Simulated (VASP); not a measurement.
# Co (P6_3/mmc) in VASP: a series of runs

Runs on Co. Level: PBE. Tasks: single point.

All numbers are computed with VASP 6.6.1; they aren't measurements. Logs are shortened: lines on timing, memory, paths and dates and some standing lists are left out, and cuts for length are marked.

### Step 1. The cell of the first run

It takes space group P6_3/mmc (No. 194, hexagonal). Conventional cell: a = 2.520 Å, b = 2.520 Å, c = 4.072 Å, α = 90.00°, β = 90.00°, γ = 120.00°. Within 3.3 Å of Co (site symmetry -6m2) lie 12 Co at 2.50 to 2.52 Å.

### Step 2. Single point, PBE, collinear spin, ferromagnetic start (volume scaled by 1.03)

Contents of INCAR:

```
ALGO = Normal
EDIFF = 1E-6
ENCUT = 520
GGA = PE
ISIF = 2
ISMEAR = -1
ISPIN = 2
LASPH = T
LCHARG = F
LMAXMIX = 4
LORBIT = 11
LREAL = F
LWAVE = F
MAGMOM = 2 2
NBANDS = 20
NELM = 150
PREC = Accurate
SIGMA = 0.05
```

Contents of KPOINTS:

```
k-points
0
Gamma
  17 17 9
```

Contents of POSCAR:

```
Co
1.0
    2.5201011640      0.0000000000      0.0000000000
   -1.2600505820      2.1824716281      0.0000000000
    0.0000000000      0.0000000000      4.0716750990
Co
2
Direct
    0.3333333333      0.6666666667      0.2500000000
    0.6666666667      0.3333333333      0.7500000000
```

Potentials or basis: VASP PAW PBE potentials, release 64 (Co).

The run is started by

```console
cat potpaw_PBE.64/Co/POTCAR > POTCAR
mpirun -np 1 vasp_std > vasp.out
```

OUTCAR:

```text
EDIFF = 1E-6
   ENCUT = 520
   GGA = PE
   ISIF = 2
   ISMEAR = -1
   ISPIN = 2
   LASPH = T
   LORBIT = 11
   LREAL = F
   NELM = 150
   PREC = Accurate

 ion  position               nearest neighbor table
   1  0.333  0.667  0.250-   2 2.50   2 2.50   2 2.50   2 2.50   2 2.50   2 2.50
   2  0.667  0.333  0.750-   1 2.50   1 2.50   1 2.50   1 2.50   1 2.50   1 2.50

  LATTYP: Found a hexagonal cell.
 ALAT       =     2.5201011640
 C/A-ratio  =     1.6156792264

  Lattice vectors:

 A1 = (   2.5201011640,   0.0000000000,   0.0000000000)
 A2 = (  -1.2600505820,   2.1824716281,   0.0000000000)
 A3 = (   0.0000000000,   0.0000000000,   4.0716750990)

Analysis of symmetry for initial positions (statically):
=====================================================================
 Subroutine PRICEL returns:
 Original cell was already a primitive cell.

 Routine SETGRP: Setting up the symmetry group for a
 hexagonal supercell.

 Subroutine GETGRP returns: Found 24 space group operations
 (whereof 12 operations were pure point group operations)
 out of a pool of 24 trial point group operations.

The static configuration has the point symmetry D_3d.
 The point group associated with its full space group is D_6h.

Analysis of symmetry for dynamics (positions and initial velocities):
=====================================================================
 Subroutine PRICEL returns:
 Original cell was already a primitive cell.

 Routine SETGRP: Setting up the symmetry group for a
 hexagonal supercell.

 Subroutine GETGRP returns: Found 24 space group operations
 (whereof 12 operations were pure point group operations)
 out of a pool of 24 trial point group operations.

The dynamic configuration has the point symmetry D_3d.
 The point group associated with its full space group is D_6h.

Analysis of structural, dynamic, and magnetic symmetry:
=====================================================================
 Subroutine PRICEL returns:
 Original cell was already a primitive cell.

 Routine SETGRP: Setting up the symmetry group for a
 hexagonal supercell.

 Subroutine GETGRP returns: Found 24 space group operations
 (whereof 12 operations were pure point group operations)
 out of a pool of 24 trial point group operations.

The overall configuration has the point symmetry D_3d.
 The point group associated with its full space group is D_6h.

 Subroutine INISYM returns: Found 24 space group operations
 (whereof 12 operations are pure point group operations),
 and found     1 'primitive' translations

----------------------------------------------------------------------------------------

                                     Primitive cell

  volume of cell :      22.3944

  direct lattice vectors                    reciprocal lattice vectors
     2.520101164  0.000000000  0.000000000     0.396809467  0.229098053  0.000000000
    -1.260050582  2.182471628  0.000000000     0.000000000  0.458196105  0.000000000
     0.000000000  0.000000000  4.071675099     0.000000000  0.000000000  0.245599164

  length of vectors
     2.520101164  2.520101164  4.071675099     0.458196105  0.458196105  0.245599164

  position of ions in fractional coordinates (direct lattice)
     0.333333333  0.666666667  0.250000000
     0.666666667  0.333333333  0.750000000

  ion indices of the primitive-cell ions
   primitive index   ion index
                 1           1
                 2           2

----------------------------------------------------------------------------------------

 KPOINTS: k-points

Automatic generation of k-mesh.
 Grid dimensions read from file:
 generate k-points for:   17   17    9

 Generating k-lattice:

  Cartesian coordinates                     Fractional coordinates (reciprocal lattice)
     0.023341733  0.013476356  0.000000000     0.058823529 -0.000000000  0.000000000
     0.000000000  0.026952712  0.000000000     0.000000000  0.058823529  0.000000000
     0.000000000  0.000000000  0.027288796     0.000000000  0.000000000  0.111111111

  Length of vectors
     0.026952712  0.026952712  0.027288796

  Shift w.r.t. Gamma in fractional coordinates (k-lattice)
     0.000000000  0.000000000  0.000000000

 Subroutine IBZKPT returns following result:
 ===========================================

 Found    165 irreducible k-points:

 Following reciprocal coordinates:
            Coordinates               Weight
  0.000000  0.000000  0.000000      1.000000
  0.058824 -0.000000  0.000000      6.000000
  0.117647 -0.000000  0.000000      6.000000
  0.176471  0.000000  0.000000      6.000000
  0.235294 -0.000000  0.000000      6.000000
  0.294118  0.000000  0.000000      6.000000
[... 16 lines left out ...]
  0.411765  0.117647  0.000000     12.000000
  0.176471  0.176471  0.000000      6.000000
 [... further k-points ...]
   k-points           NKPTS =    165   k-points in BZ     NKDIM =    165   number of bands    NBANDS=     20
   number of dos      NEDOS =    301   number of ions     NIONS =      2
   total plane-waves  NPLWV =  12000
   dimension x,y,z NGX =    20 NGY =   20 NGZ =   30
   dimension x,y,z NGXF=    40 NGYF=   40 NGZF=   60
   ions per type =               2
   NGX,Y,Z   is equivalent  to a cutoff of  13.19, 13.19, 12.25 a.u.
   NGXF,Y,Z  is equivalent  to a cutoff of  26.39, 26.39, 24.50 a.u.
 SYSTEM =  unknown system
   PREC   = accura    normal or accurate (medium, high low for compatibility)
   ISTART =      0    job   : 0-new  1-cont  2-samecut
   ICHARG =      2    charge: 1-file 2-atom 10-const
   ISPIN  =      2    spin polarized calculation?
   LNONCOLLINEAR =      F non collinear calculations
   LSORBIT =      F    spin-orbit coupling
   LASPH  =      T    aspherical Exc in radial PAW
   ENCUT  =  520.0 eV  38.22 Ry    6.18 a.u.   4.69  4.69  7.57*2*pi/ulx,y,z
   NELM   =    150;   NELMIN=  2; NELMDL= -5     # of ELM steps
   EDIFF  = 0.1E-05   stopping-criterion for ELM
   LREAL  =      F    real-space projection
   EDIFFG = 0.1E-04   stopping-criterion for IOM
   NSW    =      0    number of steps for IOM
   IBRION =     -1    ionic relax: 0-MD 1-quasi-New 2-CG
   NFREE  =      0    steps in history (QN), initial steepest desc. (CG)
   ISIF   =      2    stress and relaxation
   ISYM   =      2    0-nonsym 1-usesym 2-fastsym
   POTIM  = 0.5000    time-step for ionic-motion
   TEBEG  =    0.0;   TEEND  =   0.0 temperature during run
   PSTRESS=    0.0 pullay stress
   NELECT =      18.0000    total number of electrons
   NUPDOWN=      -1.0000    fix difference up-down
   EMIN   =  10.00;   EMAX   =-10.00  energy-range for DOS
   EFERMI =   0.00;   METHOD = LEGACY
   ISMEAR =    -1;   SIGMA  =   0.05  broadening in eV -4-tet -1-fermi 0-gaus
   EFERMI_NEDOS =   21; number of points for ismear=-14 and -15
   IALGO  =     38    algorithm
   IMIX   =      4    mixing-type and parameters
     AMIX     =   0.40;   BMIX     =  1.00
     AMIX_MAG =   1.60;   BMIX_MAG =  1.00
  volume/ion in A,a.u.               =      11.20        75.56
  Fermi-wavevector in a.u.,A,eV,Ry     =   1.522132  2.876413 31.523162  2.316887
  Thomas-Fermi vector in A             =   2.630753
   LORBIT       =     11    0 simple, 1 ext, 2 COOP (PROOUT), +10 PAW based schemes
   GGA     = PE    functional components
   LHFCALC =     F    Hartree Fock is set to
   AEXX    =    0.0000 exact exchange contribution
   IVDW    =     0    specifies the selected vdW correction
   LEPSILON=     F    determine dielectric tensor
   LRPA    =     F    only Hartree local field effects (RPA)
 spin polarized calculation
  energy-cutoff  :      520.00
  volume of cell :       22.39
 maximum number of plane-waves:       617
 NGX is ok and might be reduce to    20
   NGX =  9   NGY =  9   NGZ = 15

 number of electron      18.0000003 magnetization       3.2761972

 Free energy of the ion-electron system (eV)
  ---------------------------------------------------
  ext. energy  EPLUGINS =         0.00000000
  ---------------------------------------------------
  free energy    TOTEN  =       -14.06344154 eV

  energy without entropy =      -14.04876190  energy(sigma->0) =      -14.05610172

 E-fermi :   9.8139     XC(G=0): -13.2189

 val. band max:        9.8094698690   @ k =   0.4118   0.1765   0.4444
 cond. band min:       9.8149607872   @ k =   0.2353   0.1765   0.3333
 fundamental gap:      0.0054909183
 Fermi energy:         9.8138843099

 spin component 1

 k-point     1 :       0.0000    0.0000    0.0000
  band No.  band energies     occupation
      1       1.0932      1.00000
      2       4.8305      1.00000
      3       7.2467      1.00000
      4       7.2626      1.00000
      5       7.2626      1.00000
      6       7.5583      1.00000
[... 12 lines left out ...]
     19      35.1430      0.00000
     20      35.1430      0.00000
[... 507 lines left out ...]
 k-point    24 :       0.1765    0.1765    0.0000
  band No.  band energies     occupation
      1       3.9076      1.00000
      2       5.9025      1.00000
      3       6.1168      1.00000
      4       6.2544      1.00000
      5       7.1258      1.00000
      6       7.3346      1.00000
[... 12 lines left out ...]
     19      31.5780      0.00000
     20      37.0367      0.00000

 [... further k-points ...]

 spin component 2

 k-point     1 :       0.0000    0.0000    0.0000
  band No.  band energies     occupation
      1       1.0812      1.00000
      2       5.7907      1.00000
      3       8.9060      1.00000
      4       8.9301      1.00000
      5       8.9301      1.00000
      6       9.2796      0.99998
[... 12 lines left out ...]
     19      35.4297      0.00000
     20      35.4297      0.00000
[... 507 lines left out ...]
 k-point    24 :       0.1765    0.1765    0.0000
  band No.  band energies     occupation
      1       3.9857      1.00000
      2       7.1165      1.00000
      3       7.3076      1.00000
      4       7.6375      1.00000
      5       8.7604      1.00000
      6       8.9072      1.00000
[... 12 lines left out ...]
     19      31.8893      0.00000
     20      37.2669      0.00000

 [... further k-points ...]

------------------------ aborting loop because EDIFF is reached ----------------------------------------

  FORCE on cell =-STRESS in cart. coord.  units (eV):
  Direction    XX          YY          ZZ          XY          YZ          ZX
  --------------------------------------------------------------------------------------
  -------------------------------------------------------------------------------------
  Total       -0.9035845     -0.9035845     -0.9027287      0.0000000      0.0000000      0.0000000
  in kB      -64.6457024    -64.6457024    -64.5844770      0.0000000      0.0000000      0.0000000
  external PRESSURE =     -64.6252939 kB  Pullay stress =       0.0000000 kB

 VOLUME and BASIS-vectors are now :
 -----------------------------------------------------------------------------
  energy-cutoff  :      520.00
  volume of cell :       22.39
      direct lattice vectors                 reciprocal lattice vectors
     2.520101164  0.000000000  0.000000000     0.396809467  0.229098053  0.000000000
    -1.260050582  2.182471628  0.000000000     0.000000000  0.458196105  0.000000000
     0.000000000  0.000000000  4.071675099     0.000000000  0.000000000  0.245599164

 POSITION                                       TOTAL-FORCE (eV/Angst)
 -----------------------------------------------------------------------------------
     -0.00000      1.45498      1.01792         0.000000     -0.000000      0.000000
      1.26005      0.72749      3.05376        -0.000000      0.000000      0.000000
 -----------------------------------------------------------------------------------
    total drift:                               -0.000000      0.000000     -0.000000

  FREE ENERGIE OF THE ION-ELECTRON SYSTEM (eV)
  ---------------------------------------------------
  free  energy   TOTEN  =       -14.0634415356 eV

  energy  without entropy=      -14.0487619020  energy(sigma->0) =      -14.05610172

 total charge

# of ion       s       p       d       tot
------------------------------------------
    1        0.476   0.495   7.242   8.213
    2        0.476   0.495   7.242   8.213
--------------------------------------------------
tot          0.952   0.989  14.485  16.426

 magnetization (x)

# of ion       s       p       d       tot
------------------------------------------
    1       -0.014  -0.054   1.732   1.664
    2       -0.014  -0.054   1.732   1.664
--------------------------------------------------
tot         -0.028  -0.107   3.464   3.329
```

Wall time 97 s (1 thread of Intel Xeon Platinum 8375C at 2.90GHz (Ice Lake), shared host); peak memory 0.21 GiB.

Results:

| Item | Value |
| --- | --- |
| Free energy | -14.0634 eV |
| Pressure | -6.5 GPa |
| Net moment | 3.28 μB per cell |
| Site moments | Co +1.66 μB |
| Valence electrons inside the program's atomic spheres | Co 8.21 |

Levels at points of the mesh, in eV from the Fermi level:
Spin up:
| k point | band 7 | band 8 | band 9 | band 10 | band 11 | band 12 | band 13 | band 14 | band 15 | band 16 |
| --- | --- | --- | --- | --- | --- | --- | --- | --- | --- | --- |
| (0.00, 0.00, 0.00) | -2.26 | -1.93 | -1.93 | -0.88 | -0.88 | -0.04 | 6.09 | 21.70 | 23.94 | 23.94 |
Spin down:
```
           k point  band 4  band 5  band 6  band 7  band 8  band 9  band 10  band 11
(0.00, 0.00, 0.00)   -0.88   -0.88   -0.53   -0.53   -0.14   -0.14    -0.12     1.03
```

### Step 3. Single point, PBE, collinear spin, ferromagnetic start (volume scaled by 1.06)

Contents of INCAR:

```
PREC = Accurate
ENCUT = 520
EDIFF = 1E-7
ISMEAR = -1
SIGMA = 0.05
LREAL = F
LASPH = T
NELM = 150
ALGO = Normal
ISIF = 2
LWAVE = F
LCHARG = F
ISPIN = 2
MAGMOM = 2 2
LORBIT = 11
LMAXMIX = 4
GGA = PE
NBANDS = 20
```

Contents of KPOINTS:

```
Automatic mesh
0
Gamma
  17 17 9
```

Contents of POSCAR:

```
Co
1.0
    2.5443343926      0.0000000000      0.0000000000
   -1.2721671963      2.2034582197      0.0000000000
    0.0000000000      0.0000000000      4.1108282230
Co
2
Direct
    0.3333333333      0.6666666667      0.2500000000
    0.6666666667      0.3333333333      0.7500000000
```

Potentials or basis: VASP PAW PBE potentials, release 64 (Co).

The run is started by

```console
cat potpaw_PBE.64/Co/POTCAR > POTCAR
mpirun -np 1 vasp_std > vasp.out
```

Run time: 95 s. Hardware: 1 thread of Intel Xeon Platinum 8375C at 2.90GHz (Ice Lake), shared host; peak memory 0.22 GiB.

Results (log left out):

* Free energy: -14.0270 eV
* Pressure: -11.3 GPa
* Net moment: 3.30 μB per cell
* Site moments: Co +1.68 μB
* Valence electrons inside the program's atomic spheres: Co 8.16

Stress tensor (GPa, compression positive):
```
-11.39   0.00   0.00
  0.00 -11.39   0.00
  0.00   0.00 -11.23
```

Levels at points of the mesh, in eV from the Fermi level:
Spin up:
```csv
k point,band 7,band 8,band 9,band 10,band 11,band 12,band 13,band 14,band 15,band 16
"(0.00, 0.00, 0.00)",-2.24,-1.93,-1.93,-0.93,-0.93,-0.03,5.84,21.45,23.43,23.43
```
Spin down:
| k point | band 4 | band 5 | band 6 | band 7 | band 8 | band 9 | band 10 | band 11 |
| --- | --- | --- | --- | --- | --- | --- | --- | --- |
| (0.00, 0.00, 0.00) | -0.84 | -0.84 | -0.51 | -0.51 | -0.12 | -0.12 | -0.11 | 1.00 |
